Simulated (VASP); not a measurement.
## SnSe2: single point with LDA

SnSe2:

```
CELL_PARAMETERS angstrom
3.79957 0.00000 0.00000
-1.89979 3.29053 0.00000
0.00000 0.00000 5.88032
ATOMIC_POSITIONS crystal
Sn 0.00000 0.00000 0.00000
Se 0.33333 0.66667 0.26822
Se 0.66667 0.33333 0.73178
```

- Program: VASP 6.6.1
- Task: single point
- Functional: LDA
- Potentials or basis: VASP PAW LDA potentials, release 64 (Sn_d, Se)
- Cutoff: 520 eV
- k mesh: 12 × 12 × 4
- Occupations: fermi-dirac, width 0.02 eV
- Spin: no spin polarisation
- Dipole correction: no
- Further INCAR settings: ALGO = Normal; EDIFF = 1e-06; NBANDS = 20

The pressure is 0.2 GPa and the largest force is 0.030 eV/Å. The band gap on the k mesh is 0.32 eV (least direct gap 0.69 eV).

Forces in eV/Å, atoms in the order of the input:
```
Sn   0.000  0.000  0.000
Se   0.000  0.000  0.030
Se   0.000  0.000 -0.030
```

Levels at points of the mesh, in eV from the valence-band top:
```tsv
k point	band 11	band 12	band 13	band 14	band 15	band 16
(0.00, 0.00, 0.00)	-0.71	-0.71	-0.14	0.55	2.69	4.35
(0.50, 0.00, 0.00)	-2.94	-1.99	-0.46	1.03	3.27	4.69
(0.00, 0.00, 0.50)	-1.06	-0.39	-0.39	2.39	2.55	3.90
(0.50, 0.00, 0.50)	-2.21	-1.32	-1.20	0.52	3.65	4.32
```

It took 2.3 min on 1 thread of Intel Xeon 8259CL (shared host), peak memory 0.23 GiB.

Caveat: spin-orbit coupling is left out, which moves the levels of the heavy elements. A k mesh can miss the band edges.
